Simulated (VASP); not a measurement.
# Si2C (Fm-3m) in VASP: a series of runs

Si2C is run at these levels: PBE; tasks: single point, relaxation of cell and atoms.

All numbers are computed with VASP 6.6.1; they aren't measurements. Logs are shortened: lines on timing, memory, paths and dates and some standing lists are left out, and cuts for length are marked.

**1. The cell of the first run**

It takes space group Fm-3m (No. 225, cubic). Conventional cell: a = 5.551 Å, b = 5.551 Å, c = 5.551 Å, α = 90.00°, β = 90.00°, γ = 90.00°. Within 3.2 Å of Si (site symmetry -43m) lie 4 C at 2.40 Å and 6 Si at 2.78 Å. C (site symmetry m-3m) has 8 Si at 2.40 Å within 3.2 Å.

The cell was built from a structure type or drawn by symmetry, and may not be a known phase.

**2. Single point, PBE, collinear spin**

Contents of INCAR:

```
SYSTEM = Si2C
ALGO     = Normal         ! electronic algorithm
EDIFF    = 1E-6           ! SCF threshold, eV
ENCUT    = 520            ! plane-wave cutoff, eV
GGA      = PE             ! functional
ISIF     = 2              ! what is computed and relaxed
ISMEAR   = 0              ! smearing method
ISPIN    = 2              ! spin polarisation
LASPH    = .True.         ! aspherical terms in the spheres
LCHARG   = .True.         ! write CHGCAR
LELF     = .True.         ! ELF
LORBIT   = 11             ! projections on sites
LREAL    = .False.        ! projectors in reciprocal space
LVHAR    = .True.       
LWAVE    = .False.        ! write WAVECAR
MAGMOM   = 0 0 1          ! initial moments
NBANDS   = 17             ! bands
NELM     = 150            ! most SCF steps
PREC     = Accurate       ! precision mode
SIGMA    = 0.1            ! smearing width, eV
```

Contents of KPOINTS:

```
k-points
0
Gamma
  6 6 6
  0 0 0
```

Contents of POSCAR:

```
Si2C
1.0
    0.0000000000      2.7754637500      2.7754637500
    2.7754637500      0.0000000000      2.7754637500
    2.7754637500      2.7754637500      0.0000000000
Si C
2 1
Direct
    0.2500000000      0.2500000000      0.2500000000
    0.7500000000      0.7500000000      0.7500000000
    0.5000000000      0.5000000000      0.5000000000
```

Potentials or basis: VASP PAW PBE potentials, release 64 (Si, C).

On the command line:

```console
> cat potpaw_PBE.64/Si/POTCAR potpaw_PBE.64/C/POTCAR > POTCAR
> mpirun -np 1 vasp_std > vasp.out
```

OUTCAR:

```text
SYSTEM = Si2C
   EDIFF = 1E-6
   ENCUT = 520
   GGA = PE
   ISIF = 2
   ISMEAR = 0
   ISPIN = 2
   LASPH = .True.
   LORBIT = 11
   LREAL = .False.
   NELM = 150
   PREC = Accurate

 ion  position               nearest neighbor table
   1  0.250  0.250  0.250-   3 2.40   3 2.40   3 2.40   3 2.40   2 2.78   2 2.78   2 2.78   2 2.78
                             2 2.78   2 2.78
   2  0.750  0.750  0.750-   3 2.40   3 2.40   3 2.40   3 2.40   1 2.78   1 2.78   1 2.78   1 2.78
                             1 2.78   1 2.78
   3  0.500  0.500  0.500-   1 2.40   1 2.40   1 2.40   1 2.40   2 2.40   2 2.40   2 2.40   2 2.40

  LATTYP: Found a face centered cubic cell.
 ALAT       =     5.5509275000

  Lattice vectors:

 A1 = (   0.0000000000,   2.7754637500,   2.7754637500)
 A2 = (   2.7754637500,   0.0000000000,   2.7754637500)
 A3 = (   2.7754637500,   2.7754637500,   0.0000000000)

Analysis of symmetry for initial positions (statically):
=====================================================================
 Subroutine PRICEL returns:
 Original cell was already a primitive cell.

 Routine SETGRP: Setting up the symmetry group for a
 face centered cubic supercell.

 Subroutine GETGRP returns: Found 48 space group operations
 (whereof 48 operations were pure point group operations)
 out of a pool of 48 trial point group operations.

The static configuration has the point symmetry O_h .

Analysis of symmetry for dynamics (positions and initial velocities):
=====================================================================
 Subroutine PRICEL returns:
 Original cell was already a primitive cell.

 Routine SETGRP: Setting up the symmetry group for a
 face centered cubic supercell.

 Subroutine GETGRP returns: Found 48 space group operations
 (whereof 48 operations were pure point group operations)
 out of a pool of 48 trial point group operations.

The dynamic configuration has the point symmetry O_h .

Analysis of structural, dynamic, and magnetic symmetry:
=====================================================================
 Subroutine PRICEL returns:
 Original cell was already a primitive cell.

 Routine SETGRP: Setting up the symmetry group for a
 face centered cubic supercell.

 Subroutine GETGRP returns: Found 48 space group operations
 (whereof 48 operations were pure point group operations)
 out of a pool of 48 trial point group operations.

The overall configuration has the point symmetry O_h .

 Subroutine INISYM returns: Found 48 space group operations
 (whereof 48 operations are pure point group operations),
 and found     1 'primitive' translations

----------------------------------------------------------------------------------------

                                     Primitive cell

  volume of cell :      42.7599

  direct lattice vectors                    reciprocal lattice vectors
     0.000000000  2.775463750  2.775463750    -0.180150074  0.180150074  0.180150074
     2.775463750  0.000000000  2.775463750     0.180150074 -0.180150074  0.180150074
     2.775463750  2.775463750  0.000000000     0.180150074  0.180150074 -0.180150074

  length of vectors
     3.925098477  3.925098477  3.925098477     0.312029081  0.312029081  0.312029081

  position of ions in fractional coordinates (direct lattice)
     0.250000000  0.250000000  0.250000000
     0.750000000  0.750000000  0.750000000
     0.500000000  0.500000000  0.500000000

  ion indices of the primitive-cell ions
   primitive index   ion index
                 1           1
                 2           2
                 3           3

----------------------------------------------------------------------------------------

 KPOINTS: k-points

Automatic generation of k-mesh.
 Grid dimensions read from file:
 generate k-points for:    6    6    6

 Generating k-lattice:

  Cartesian coordinates                     Fractional coordinates (reciprocal lattice)
    -0.030025012  0.030025012  0.030025012     0.166666667  0.000000000  0.000000000
     0.030025012 -0.030025012  0.030025012     0.000000000  0.166666667  0.000000000
     0.030025012  0.030025012 -0.030025012     0.000000000  0.000000000  0.166666667

  Length of vectors
     0.052004847  0.052004847  0.052004847

  Shift w.r.t. Gamma in fractional coordinates (k-lattice)
     0.000000000  0.000000000  0.000000000

 Subroutine IBZKPT returns following result:
 ===========================================

 Found     16 irreducible k-points:

 Following reciprocal coordinates:
            Coordinates               Weight
  0.000000  0.000000  0.000000      1.000000
  0.166667  0.000000  0.000000      8.000000
  0.333333  0.000000  0.000000      8.000000
  0.500000  0.000000  0.000000      4.000000
  0.166667  0.166667  0.000000      6.000000
  0.333333  0.166667  0.000000     24.000000
[... 8 lines left out ...]
 -0.333333  0.333333  0.166667     24.000000
 -0.333333  0.500000  0.166667     12.000000
[... 55 lines left out ...]
   NGX = 15   NGY = 15   NGZ = 15

 number of electron      12.0000000 magnetization      -0.0003909

 number of electron      12.0000000 magnetization       0.0000503

 Free energy of the ion-electron system (eV)
  ---------------------------------------------------
  ext. energy  EPLUGINS =         0.00000000
  ---------------------------------------------------
  free energy    TOTEN  =       -15.35722486 eV

  energy without entropy =      -15.35290981  energy(sigma->0) =      -15.35506734

 E-fermi :   7.5133     XC(G=0): -10.6396

 val. band max:        7.4561471117   @ k =   0.5000   0.0000   0.0000
 cond. band min:       7.6477927357   @ k =   0.3333   0.0000   0.0000
 fundamental gap:      0.1916456241
 Fermi energy:         7.5133112573

 spin component 1

 k-point     1 :       0.0000    0.0000    0.0000
  band No.  band energies     occupation
      1      -6.9237      1.00000
      2       4.0861      1.00000
      3       5.0105      1.00000
      4       5.0105      1.00000
      5       5.0105      1.00000
      6       6.7966      1.00000
[... 9 lines left out ...]
     16      21.2715      0.00000
     17      21.2715      0.00000

 k-point     2 :       0.1667    0.0000    0.0000
  band No.  band energies     occupation
      1      -6.5894      1.00000
      2       1.9820      1.00000
      3       4.4589      1.00000
      4       4.5281      1.00000
      5       4.5281      1.00000
      6       7.1326      1.00000
[... 9 lines left out ...]
     16      20.5641      0.00000
     17      20.8214      0.00000
[... 248 lines left out ...]
      6       6.9389      1.00000
[... 9 lines left out ...]
     16      20.8296      0.00000
     17      21.7160      0.00000

 k-point    16 :      -0.3333    0.5000    0.1667
  band No.  band energies     occupation
      1      -3.7329      1.00000
      2      -1.6462      1.00000
      3      -0.1520      1.00000
      4       1.4401      1.00000
      5       5.5820      1.00000
      6       6.7039      1.00000
[... 9 lines left out ...]
     16      20.5601      0.00000
     17      21.3333      0.00000
 Fermi energy:         7.5133112573

 spin component 2

 k-point     1 :       0.0000    0.0000    0.0000
  band No.  band energies     occupation
      1      -6.9237      1.00000
      2       4.0862      1.00000
      3       5.0106      1.00000
      4       5.0106      1.00000
      5       5.0106      1.00000
      6       6.7966      1.00000
[... 9 lines left out ...]
     16      21.2715      0.00000
     17      21.2715      0.00000

 k-point     2 :       0.1667    0.0000    0.0000
  band No.  band energies     occupation
      1      -6.5894      1.00000
      2       1.9820      1.00000
      3       4.4589      1.00000
      4       4.5281      1.00000
      5       4.5281      1.00000
      6       7.1326      1.00000
[... 9 lines left out ...]
     16      20.5641      0.00000
     17      20.8214      0.00000
[... 261 lines left out ...]
 k-point    16 :      -0.3333    0.5000    0.1667
  band No.  band energies     occupation
      1      -3.7329      1.00000
      2      -1.6462      1.00000
      3      -0.1520      1.00000
      4       1.4401      1.00000
      5       5.5821      1.00000
      6       6.7039      1.00000
[... 9 lines left out ...]
     16      20.5601      0.00000
     17      21.3334      0.00000

------------------------ aborting loop because EDIFF is reached ----------------------------------------

  FORCE on cell =-STRESS in cart. coord.  units (eV):
  Direction    XX          YY          ZZ          XY          YZ          ZX
  --------------------------------------------------------------------------------------
  -------------------------------------------------------------------------------------
  Total       -1.9145760     -1.9145760     -1.9145760      0.0000000      0.0000000     -0.0000000
  in kB      -71.7375447    -71.7375447    -71.7375447      0.0000000      0.0000000     -0.0000000
  external PRESSURE =     -71.7375447 kB  Pullay stress =       0.0000000 kB

 VOLUME and BASIS-vectors are now :
 -----------------------------------------------------------------------------
  energy-cutoff  :      520.00
  volume of cell :       42.76
      direct lattice vectors                 reciprocal lattice vectors
     0.000000000  2.775463750  2.775463750    -0.180150074  0.180150074  0.180150074
     2.775463750  0.000000000  2.775463750     0.180150074 -0.180150074  0.180150074
     2.775463750  2.775463750  0.000000000     0.180150074  0.180150074 -0.180150074

 POSITION                                       TOTAL-FORCE (eV/Angst)
 -----------------------------------------------------------------------------------
      1.38773      1.38773      1.38773         0.000000     -0.000000      0.000000
      4.16320      4.16320      4.16320         0.000000      0.000000     -0.000000
      2.77546      2.77546      2.77546        -0.000000     -0.000000     -0.000000
 -----------------------------------------------------------------------------------
    total drift:                                0.000000     -0.000000     -0.000000

  FREE ENERGIE OF THE ION-ELECTRON SYSTEM (eV)
  ---------------------------------------------------
  free  energy   TOTEN  =       -15.3572248619 eV

  energy  without entropy=      -15.3529098128  energy(sigma->0) =      -15.35506734

 total charge

# of ion       s       p       d       tot
------------------------------------------
    1        0.877   0.627   0.000   1.504
    2        0.877   0.627   0.000   1.504
    3        1.009   1.140   0.000   2.149
--------------------------------------------------
tot          2.763   2.393   0.000   5.156

 magnetization (x)

# of ion       s       p       d       tot
------------------------------------------
    1       -0.000   0.000   0.000  -0.000
    2       -0.000   0.000   0.000  -0.000
    3       -0.000   0.000   0.000   0.000
--------------------------------------------------
tot         -0.000   0.000   0.000  -0.000
```

Run time: 24 s. Hardware: 1 thread of Intel Xeon Platinum 8488C (Sapphire Rapids), shared host; peak memory 0.18 GiB.

What came out:

```yaml
Free_energy: -15.3572 eV
Pressure: -7.2 GPa
Band_gap_on_the_k_mesh: zero (filled and empty bands overlap)
Net_moment: 0.00 μB per cell
Valence_electrons_inside_the_program's_atomic_spheres: Si 1.50; C 2.15
```

Levels at points of the mesh, in eV from the Fermi level:
Spin up:
```csv
k point,band 3,band 4,band 5,band 6,band 7,band 8,band 9,band 10
"(0.00, 0.00, 0.00)",-2.50,-2.50,-2.50,-0.72,-0.72,-0.72,-0.35,5.13
"(0.50, 0.00, 0.00)",-4.15,-3.69,-3.69,-0.06,-0.06,2.12,3.55,5.12
"(0.50, 0.50, 0.00)",-5.43,-5.43,-5.00,-2.55,3.62,4.45,4.45,7.16
```
Spin down:
```tsv
k point	band 3	band 4	band 5	band 6	band 7	band 8	band 9	band 10
(0.00, 0.00, 0.00)	-2.50	-2.50	-2.50	-0.72	-0.72	-0.72	-0.35	5.13
(0.50, 0.00, 0.00)	-4.15	-3.69	-3.69	-0.06	-0.06	2.12	3.55	5.12
(0.50, 0.50, 0.00)	-5.43	-5.43	-5.00	-2.55	3.62	4.45	4.45	7.16
```

Caveat: the cell stands under tension.

**3. Single point, PBE**

This run uses another cell than the first one, of 12.55 Å³/atom.

Contents of INCAR:

```
ALGO = Normal
EDIFF = 1E-6
ENCUT = 520
GGA = PE
ISIF = 2
ISMEAR = 0
LASPH = True
LCHARG = False
LREAL = False
LWAVE = False
NBANDS = 13
NELM = 100
PREC = Accurate
SIGMA = 0.1
```

Contents of KPOINTS:

```
k-points
0
Gamma
  14 14 14
```

Contents of POSCAR:

```
Si2C
1.0
    0.0000000000      2.6598805959      2.6598805959
    2.6598805959      0.0000000000      2.6598805959
    2.6598805959      2.6598805959      0.0000000000
Si C
2 1
Direct
    0.2500000000      0.2500000000      0.2500000000
    0.7500000000      0.7500000000      0.7500000000
    0.5000000000      0.5000000000      0.5000000000
```

Potentials or basis: VASP PAW PBE potentials, release 64 (Si, C).

On the command line:

```console
> cat potpaw_PBE.64/Si/POTCAR potpaw_PBE.64/C/POTCAR > POTCAR
> mpirun -np 1 vasp_std > vasp.out
```

It took 37 s on 1 thread of Intel Xeon Platinum 8488C (Sapphire Rapids), shared host; peak memory 0.17 GiB.

Results (log left out):

- Free energy: -15.5013 eV
- Pressure: 0.0 GPa
- Band gap on the k mesh: zero (bands 6 and 7 overlap by 2.17 eV)

Levels at points of the mesh, in eV from the Fermi level:
| k point | band 2 | band 3 | band 4 | band 5 | band 6 | band 7 | band 8 | band 9 | band 10 | band 11 |
| --- | --- | --- | --- | --- | --- | --- | --- | --- | --- | --- |
| (0.00, 0.00, 0.00) | -3.34 | -3.34 | -3.34 | -3.15 | -1.01 | -1.01 | -1.01 | 0.69 | 5.32 | 5.32 |
| (0.50, 0.00, 0.00) | -10.81 | -4.56 | -4.56 | -4.02 | -0.42 | -0.42 | 2.46 | 3.66 | 5.37 | 5.37 |
| (0.50, 0.50, 0.00) | -10.62 | -6.41 | -6.41 | -5.09 | -3.17 | 3.99 | 4.59 | 4.59 | 7.90 | 7.90 |

**4. Relaxation of cell and atoms, PBE**

This run uses another cell than the first one, of 12.85 Å³/atom.

Contents of INCAR:

```
  PREC = Accurate
  ENCUT = 600
  EDIFF = 1E-7
  ISMEAR = 0
  SIGMA = 0.1
  LREAL = F
  LASPH = T
  NELM = 60
  ALGO = Normal
  ISIF = 3
  LWAVE = F
  LCHARG = F
  GGA = PE
  IBRION = 2
  NSW = 100
  EDIFFG = -0.01
```

Contents of KPOINTS:

```
Automatic mesh
0
Gamma
  14 14 14
```

Contents of POSCAR:

```
Si2C
1.0
    0.0000000000      2.6815157753      2.6815157753
    2.6815157753      0.0000000000      2.6815157753
    2.6815157753      2.6815157753      0.0000000000
Si C
2 1
Direct
    0.2500000000      0.2500000000      0.2500000000
    0.7500000000      0.7500000000      0.7500000000
    0.5000000000      0.5000000000      0.5000000000
```

On the command line:

```console
> cat potpaw_PBE.64/Si/POTCAR potpaw_PBE.64/C/POTCAR > POTCAR
> mpirun -np 1 vasp_std > vasp.out
```

It took 62 s on 1 thread of Intel Xeon Platinum 8488C (Sapphire Rapids), shared host; peak memory 0.19 GiB.

The run converged. Its results:

```
Free energy                           : -15.5021 eV
Relaxed volume                        : 12.54 Å³/atom
Relaxed cell                          : a = 3.761 Å, b = 3.761 Å, c = 3.761 Å, α = 60.00°, β = 60.00°, γ = 60.00°
Space group after relaxing (to 0.1 Å) : Fm-3m (No. 225)
Energy gained by relaxing             : 2.2 meV/atom
Ionic steps                           : 2
Pressure after relaxing               : 0.0 GPa
Band gap on the k mesh                : zero (bands 6 and 7 overlap by 2.17 eV)
```

Step by step:
| step | energy change (eV) | largest force (eV/Å) | pressure (GPa) | volume (Å³) |
| --- | --- | --- | --- | --- |
| 1 | 0.0000 | 0.0000 | -2.15 | 38.56 |
| 2 | -0.0065 | 0.0000 | 0.01 | 37.61 |

Final structure:
```cif
data_structure
_symmetry_space_group_name_H-M 'P 1'
_symmetry_Int_Tables_number 1
_cell_length_a 3.7607
_cell_length_b 3.7607
_cell_length_c 3.7607
_cell_angle_alpha 60.000
_cell_angle_beta 60.000
_cell_angle_gamma 60.000
_cell_volume 37.61
loop_
_atom_site_label
_atom_site_type_symbol
_atom_site_fract_x
_atom_site_fract_y
_atom_site_fract_z
_atom_site_occupancy
Si1 Si 0.25000 0.25000 0.25000 1
Si2 Si 0.75000 0.75000 0.75000 1
C1 C 0.50000 0.50000 0.50000 1
```

Levels at points of the mesh, in eV from the Fermi level:
```
           k point  band 2  band 3  band 4  band 5  band 6  band 7  band 8  band 9  band 10
(0.00, 0.00, 0.00)   -3.34   -3.34   -3.34   -3.15   -1.01   -1.01   -1.01    0.69     5.32
(0.50, 0.00, 0.00)  -10.81   -4.57   -4.57   -4.01   -0.43   -0.43    2.46    3.66     5.37
(0.50, 0.50, 0.00)  -10.63   -6.41   -6.41   -5.09   -3.17    3.99    4.59    4.59     7.91
```

**5. The runs side by side**

```csv
task,spin,cell,k mesh,cutoff (eV),gap on the mesh (eV),pressure (GPa)
single point,collinear,"a = 3.925 Å, angles 60.0°, 3 atoms",6 × 6 × 6,520,none,-7.2
single point,off,"a = 3.762 Å, angles 60.0°, 3 atoms",14 × 14 × 14,520,none,0.0
relaxation of cell and atoms,off,"relaxed from a = 3.792 Å, angles 60.0°, 3 atoms",14 × 14 × 14,600,none,0.0
```

Alike in all rows: level PBE; potentials or basis VASP PAW PBE potentials, release 64 (Si, C); smearing gaussian 0.1 eV.

Caveats: the cell stands under tension (at least some runs).

Total energies depend on the potentials used, so only differences within one code and one set of settings carry meaning.
